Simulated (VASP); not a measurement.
A run of VASP 6.6.1 is set up as follows.

File INCAR:

```
ALGO = Normal ; EDIFF = 1E-6
EDIFFG = -0.04 ; ENCUT = 600
GGA = PE ; IBRION = 2
ISIF = 3 ; ISMEAR = 0
LASPH = True ; LCHARG = False
LREAL = False ; LWAVE = False
NELM = 80 ; NSW = 90
PREC = Accurate ; SIGMA = 0.1
```

Contents of KPOINTS:

```
k-points
0
Gamma
  6 6 4
```

File POSCAR:

```
In3O2
1.0
    3.9933582384      0.0000000000      0.0000000000
   -1.9966791192      3.4583496808      0.0000000000
    0.0000000000      0.0000000000      6.2130167516
In O
3 2
Direct
    0.0000000000      0.0000000000      0.0000000000
    0.3333333333      0.6666666667      0.6450000000
    0.6666666667      0.3333333333      0.3550000000
    0.3333333333      0.6666666667      0.2450000000
    0.6666666667      0.3333333333      0.7550000000
```

Potentials or basis: VASP PAW PBE potentials, release 64 (In_d, O).

The run is started by

```bash
$ cat potpaw_PBE.64/In_d/POTCAR potpaw_PBE.64/O/POTCAR > POTCAR
$ mpirun -np 1 vasp_std > vasp.out
```

**Question.** Estimate the relaxed cell.

**Answer.** a = 3.710 Å, b = 3.710 Å, c = 7.807 Å, α = 90.00°, β = 90.00°, γ = 120.00°.

**Question.** What does it give for the space group after relaxing (to 0.1 Å)?

**Answer.** P-3m1 (No. 164).

**Question.** What does it give for the relaxed volume?

**Answer.** 18.62 Å³/atom.

Stress tensor (GPa, compression positive):
```
0.15 0.00 0.00
0.00 0.15 0.00
0.00 0.00 0.03
```

Caveat: a cell axis changed by over 15 % at a fixed basis, so the end point is rough.
